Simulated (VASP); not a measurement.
# Nb4Si (Pm-3m) in VASP: further runs

Nb4Si is run at these levels: PBE; tasks: relaxation of cell and atoms, single point.

All numbers are computed with VASP 6.6.1; they aren't measurements. Logs are shortened: lines on timing, memory, paths and dates and some standing lists are left out, and cuts for length are marked.

**1. The cell of the first run**

The structure is cubic, space group Pm-3m (No. 221). The conventional cell has a = 4.412 Å, b = 4.412 Å, c = 4.412 Å, α = 90.00°, β = 90.00°, γ = 90.00°. Within 2.9 Å of Nb (site symmetry 4/mmm) lie 2 Si at 2.21 Å. Nb (site symmetry m-3m) has 12 Nb at 3.12 Å and 8 Si at 3.82 Å within 4.1 Å. Within 2.9 Å of Si (site symmetry m-3m) lie 6 Nb at 2.21 Å.

The cell was generated, and may not be a known phase.

**2. Relaxation of cell and atoms, PBE**

Input file INCAR:

```
PREC     = Accurate       # precision mode
ENCUT    = 600            # plane-wave cutoff, eV
EDIFF    = 1E-6           # SCF threshold, eV
ISMEAR   = 0              # smearing method
SIGMA    = 0.1            # smearing width, eV
LREAL    = False          # projectors in reciprocal space
LASPH    = True           # aspherical terms in the spheres
NELM     = 60             # most SCF steps
ALGO     = Normal         # electronic algorithm
ISIF     = 3              # what is computed and relaxed
LWAVE    = False          # write WAVECAR
LCHARG   = False          # write CHGCAR
GGA      = PE             # functional
IBRION   = 2              # ionic algorithm
NSW      = 90             # ionic steps
EDIFFG   = -0.04          # ionic threshold
```

Input file KPOINTS:

```
Automatic mesh
0
Gamma
  4 4 4
```

Input file POSCAR:

```
Nb4Si
1.0
    4.4119203000      0.0000000000      0.0000000000
    0.0000000000      4.4119203000      0.0000000000
    0.0000000000      0.0000000000      4.4119203000
Nb Si
4 1
Direct
    0.5000000000      0.0000000000      0.0000000000
    0.0000000000      0.5000000000      0.0000000000
    0.0000000000      0.0000000000      0.5000000000
    0.5000000000      0.5000000000      0.5000000000
    0.0000000000      0.0000000000      0.0000000000
```

Potentials or basis: VASP PAW PBE potentials, release 64 (Nb_sv, Si).

Launch:

```
$ cat potpaw_PBE.64/Nb_sv/POTCAR potpaw_PBE.64/Si/POTCAR > POTCAR
$ mpirun -np 1 vasp_std > vasp.out
```

OUTCAR:

```text
PREC = Accurate
   ENCUT = 600
   EDIFF = 1E-6
   ISMEAR = 0
   LREAL = False
   LASPH = True
   NELM = 60
   ISIF = 3
   GGA = PE
   IBRION = 2
   NSW = 90
   EDIFFG = -0.04

 ion  position               nearest neighbor table
   1  0.500  0.000  0.000-   5 2.21   5 2.21
   2  0.000  0.500  0.000-   5 2.21   5 2.21
   3  0.000  0.000  0.500-   5 2.21   5 2.21
   4  0.500  0.500  0.500-
   5  0.000  0.000  0.000-   1 2.21   2 2.21   3 2.21   3 2.21   2 2.21   1 2.21

  LATTYP: Found a simple cubic cell.
 ALAT       =     4.4119203000

  Lattice vectors:

 A1 = (   4.4119203000,   0.0000000000,   0.0000000000)
 A2 = (   0.0000000000,   4.4119203000,   0.0000000000)
 A3 = (   0.0000000000,   0.0000000000,   4.4119203000)

Analysis of symmetry for initial positions (statically):
=====================================================================
 Subroutine PRICEL returns:
 Original cell was already a primitive cell.

 Routine SETGRP: Setting up the symmetry group for a
 simple cubic supercell.

 Subroutine GETGRP returns: Found 48 space group operations
 (whereof 48 operations were pure point group operations)
 out of a pool of 48 trial point group operations.

The static configuration has the point symmetry O_h .

Analysis of symmetry for dynamics (positions and initial velocities):
=====================================================================
 Subroutine PRICEL returns:
 Original cell was already a primitive cell.

 Routine SETGRP: Setting up the symmetry group for a
 simple cubic supercell.

 Subroutine GETGRP returns: Found 48 space group operations
 (whereof 48 operations were pure point group operations)
 out of a pool of 48 trial point group operations.

The dynamic configuration has the point symmetry O_h .

 Subroutine INISYM returns: Found 48 space group operations
 (whereof 48 operations are pure point group operations),
 and found     1 'primitive' translations

----------------------------------------------------------------------------------------

                                     Primitive cell

  volume of cell :      85.8782

  direct lattice vectors                    reciprocal lattice vectors
     4.411920300  0.000000000  0.000000000     0.226658673  0.000000000  0.000000000
     0.000000000  4.411920300  0.000000000     0.000000000  0.226658673  0.000000000
     0.000000000  0.000000000  4.411920300     0.000000000  0.000000000  0.226658673

  length of vectors
     4.411920300  4.411920300  4.411920300     0.226658673  0.226658673  0.226658673

  position of ions in fractional coordinates (direct lattice)
     0.500000000  0.000000000  0.000000000
     0.000000000  0.500000000  0.000000000
     0.000000000  0.000000000  0.500000000
     0.500000000  0.500000000  0.500000000
     0.000000000  0.000000000  0.000000000

  ion indices of the primitive-cell ions
   primitive index   ion index
                 1           1
                 2           2
                 3           3
                 4           4
                 5           5

----------------------------------------------------------------------------------------

 KPOINTS: Automatic mesh

Automatic generation of k-mesh.
 Grid dimensions read from file:
 generate k-points for:    4    4    4

 Generating k-lattice:

  Cartesian coordinates                     Fractional coordinates (reciprocal lattice)
     0.056664668  0.000000000  0.000000000     0.250000000  0.000000000  0.000000000
     0.000000000  0.056664668  0.000000000     0.000000000  0.250000000  0.000000000
     0.000000000  0.000000000  0.056664668     0.000000000  0.000000000  0.250000000

  Length of vectors
     0.056664668  0.056664668  0.056664668

  Shift w.r.t. Gamma in fractional coordinates (k-lattice)
     0.000000000  0.000000000  0.000000000

 Subroutine IBZKPT returns following result:
 ===========================================

 Found     10 irreducible k-points:

 Following reciprocal coordinates:
            Coordinates               Weight
  0.000000  0.000000  0.000000      1.000000
  0.250000  0.000000  0.000000      6.000000
  0.500000  0.000000  0.000000      3.000000
  0.250000  0.250000  0.000000     12.000000
  0.500000  0.250000  0.000000     12.000000
  0.500000  0.500000  0.000000      3.000000
  0.250000  0.250000  0.250000      8.000000
  0.500000  0.250000  0.250000     12.000000
  0.500000  0.500000  0.250000      6.000000
  0.500000  0.500000  0.500000      1.000000
   k-points           NKPTS =     10   k-points in BZ     NKDIM =     10   number of bands    NBANDS=     33
   number of dos      NEDOS =    301   number of ions     NIONS =      5
   total plane-waves  NPLWV =  46656
   dimension x,y,z NGX =    36 NGY =   36 NGZ =   36
   dimension x,y,z NGXF=    72 NGYF=   72 NGZF=   72
   ions per type =               4   1
   NGX,Y,Z   is equivalent  to a cutoff of  13.57, 13.57, 13.57 a.u.
   NGXF,Y,Z  is equivalent  to a cutoff of  27.13, 27.13, 27.13 a.u.
 SYSTEM =  unknown system
   PREC   = accura    normal or accurate (medium, high low for compatibility)
   ISTART =      0    job   : 0-new  1-cont  2-samecut
   ICHARG =      2    charge: 1-file 2-atom 10-const
   ISPIN  =      1    spin polarized calculation?
   LNONCOLLINEAR =      F non collinear calculations
   LSORBIT =      F    spin-orbit coupling
   LASPH  =      T    aspherical Exc in radial PAW
   ENCUT  =  600.0 eV  44.10 Ry    6.64 a.u.   8.81  8.81  8.81*2*pi/ulx,y,z
   NELM   =     60;   NELMIN=  2; NELMDL= -5     # of ELM steps
   EDIFF  = 0.1E-05   stopping-criterion for ELM
   LREAL  =      F    real-space projection
   EDIFFG = -.4E-01   stopping-criterion for IOM
   NSW    =     90    number of steps for IOM
   IBRION =      2    ionic relax: 0-MD 1-quasi-New 2-CG
   NFREE  =      1    steps in history (QN), initial steepest desc. (CG)
   ISIF   =      3    stress and relaxation
   ISYM   =      2    0-nonsym 1-usesym 2-fastsym
   POTIM  = 0.5000    time-step for ionic-motion
   TEBEG  =    0.0;   TEEND  =   0.0 temperature during run
   PSTRESS=    0.0 pullay stress
   NELECT =      56.0000    total number of electrons
   NUPDOWN=      -1.0000    fix difference up-down
   EMIN   =  10.00;   EMAX   =-10.00  energy-range for DOS
   EFERMI =   0.00;   METHOD = LEGACY
   ISMEAR =     0;   SIGMA  =   0.10  broadening in eV -4-tet -1-fermi 0-gaus
   EFERMI_NEDOS =   21; number of points for ismear=-14 and -15
   IALGO  =     38    algorithm
   IMIX   =      4    mixing-type and parameters
     AMIX     =   0.40;   BMIX     =  1.00
     AMIX_MAG =   1.60;   BMIX_MAG =  1.00
  volume/ion in A,a.u.               =      17.18       115.91
  Fermi-wavevector in a.u.,A,eV,Ry     =   1.419634  2.682720 27.420662  2.015362
  Thomas-Fermi vector in A             =   2.540634
   LORBIT       =      0    0 simple, 1 ext, 2 COOP (PROOUT), +10 PAW based schemes
   GGA     = PE    functional components
   LHFCALC =     F    Hartree Fock is set to
   AEXX    =    0.0000 exact exchange contribution
   IVDW    =     0    specifies the selected vdW correction
   LEPSILON=     F    determine dielectric tensor
   LRPA    =     F    only Hartree local field effects (RPA)
 conjugate gradient relaxation of ions
 non-spin polarized calculation
 Gauss-broadening in eV      SIGMA  =   0.10
  energy-cutoff  :      600.00
  volume of cell :       85.88
 maximum number of plane-waves:      2897
 NGX is ok and might be reduce to    36
   NGX = 17   NGY = 17   NGZ = 17

--------------------------------------- Ionic step        1  -------------------------------------------

 number of electron      56.0000000 magnetization

 Free energy of the ion-electron system (eV)
  ---------------------------------------------------
  ext. energy  EPLUGINS =         0.00000000
  ---------------------------------------------------
  free energy    TOTEN  =       -41.62697887 eV

  energy without entropy =      -41.59498964  energy(sigma->0) =      -41.61098425

 E-fermi :  10.8931     XC(G=0): -12.2048

 val. band max:       10.8509559556   @ k =   0.2500   0.2500   0.2500
 cond. band min:      10.8982249076   @ k =   0.5000   0.5000   0.5000
 fundamental gap:      0.0472689520
 Fermi energy:        10.8930712500

 k-point     1 :       0.0000    0.0000    0.0000
  band No.  band energies     occupation
      1     -44.0496      2.00000
      2     -43.5522      2.00000
      3     -43.4329      2.00000
      4     -43.4329      2.00000
      5     -20.2552      2.00000
      6     -20.2552      2.00000
[... 25 lines left out ...]
     32      14.2382      0.00000
     33      14.2389      0.00000
[... 422 lines left out ...]
 POSITION                                       TOTAL-FORCE (eV/Angst)
 -----------------------------------------------------------------------------------
      2.33661      0.00000      0.00000         0.000000      0.000000      0.000000
      0.00000      2.33661      0.00000         0.000000      0.000000      0.000000
     -0.00000     -0.00000      2.33661        -0.000000     -0.000000      0.000000
      2.33661      2.33661      2.33661        -0.000000     -0.000000      0.000000
      0.00000      0.00000      0.00000         0.000000      0.000000      0.000000
 -----------------------------------------------------------------------------------
    total drift:                                0.000000      0.000000     -0.000000

  FREE ENERGIE OF THE ION-ELECTRON SYSTEM (eV)
  ---------------------------------------------------
  free  energy   TOTEN  =       -42.8845196444 eV

  energy  without entropy=      -42.8378308994  energy(sigma->0) =      -42.86117527

--------------------------------------- Ionic step        4  -------------------------------------------

 number of electron      55.9999998 magnetization

 Free energy of the ion-electron system (eV)
  ---------------------------------------------------
  ext. energy  EPLUGINS =         0.00000000
  ---------------------------------------------------
  free energy    TOTEN  =       -42.89104547 eV

  energy without entropy =      -42.84481041  energy(sigma->0) =      -42.86792794

 E-fermi :   8.8702     XC(G=0): -11.4171

 val. band max:        8.8694544142   @ k =   0.2500   0.2500   0.0000
 cond. band min:       8.8825632030   @ k =   0.5000   0.5000   0.2500
 fundamental gap:      0.0131087888
 Fermi energy:         8.8701828264

 k-point     1 :       0.0000    0.0000    0.0000
  band No.  band energies     occupation
      1     -46.4174      2.00000
      2     -45.9740      2.00000
      3     -45.9150      2.00000
      4     -45.9150      2.00000
      5     -22.4421      2.00000
      6     -22.4421      2.00000
[... 25 lines left out ...]
     32      11.5163      0.00000
     33      11.5163      0.00000
[... 335 lines left out ...]
 VOLUME and BASIS-vectors are now :
 -----------------------------------------------------------------------------
  energy-cutoff  :      600.00
  volume of cell :      101.00
      direct lattice vectors                 reciprocal lattice vectors
     4.657056933  0.000000000  0.000000000     0.214727888 -0.000000000  0.000000000
     0.000000000  4.657056933  0.000000000    -0.000000000  0.214727888  0.000000000
    -0.000000000 -0.000000000  4.657056933    -0.000000000 -0.000000000  0.214727888

 POSITION                                       TOTAL-FORCE (eV/Angst)
 -----------------------------------------------------------------------------------
      2.32853      0.00000      0.00000         0.000000      0.000000      0.000000
      0.00000      2.32853      0.00000         0.000000      0.000000      0.000000
     -0.00000     -0.00000      2.32853        -0.000000     -0.000000      0.000000
      2.32853      2.32853      2.32853        -0.000000     -0.000000      0.000000
      0.00000      0.00000      0.00000         0.000000      0.000000      0.000000
 -----------------------------------------------------------------------------------
    total drift:                                0.000000      0.000000     -0.000000

  FREE ENERGIE OF THE ION-ELECTRON SYSTEM (eV)
  ---------------------------------------------------
  free  energy   TOTEN  =       -42.8910454750 eV

  energy  without entropy=      -42.8448104133  energy(sigma->0) =      -42.86792794

 reached required accuracy - stopping structural energy minimisation
```

It took 84 s on 1 thread of Intel Xeon Platinum 8559C (Emerald Rapids), shared host; peak memory 0.21 GiB.

What came out:

- Free energy: -42.8910 eV
- Relaxed volume: 20.20 Å³/atom
- Relaxed cell: a = 4.657 Å, b = 4.657 Å, c = 4.657 Å, α = 90.00°, β = 90.00°, γ = 90.00°
- Space group after relaxing (to 0.1 Å): Pm-3m (No. 221)
- Energy gained by relaxing: 252.8 meV/atom
- Ionic steps: 4
- Pressure after relaxing: -0.3 GPa
- Band gap on the k mesh: zero (bands 28 and 29 overlap by 0.60 eV)

Step by step:
```tsv
step	energy change (eV)	largest force (eV/Å)	pressure (GPa)	volume (Å³)
1	0.0000	0.0000	30.81	85.88
2	1.6850	0.0000	-22.32	133.82
3	-1.2575	0.0000	-1.71	102.06
4	-1.2641	0.0000	-0.26	101.00
```

Final structure:
```xyz
5
Lattice="4.6571 0.0000 0.0000 0.0000 4.6571 0.0000 0.0000 0.0000 4.6571" Properties=species:S:1:pos:R:3 pbc="T T T"
Nb    2.3285    0.0000    0.0000
Nb    0.0000    2.3285    0.0000
Nb    0.0000    0.0000    2.3285
Nb    2.3285    2.3285    2.3285
Si    0.0000    0.0000    0.0000
```

Caveat: the volume moved by over 15 % at a fixed basis, so the end points are rough.

[end of part 1 of 2]
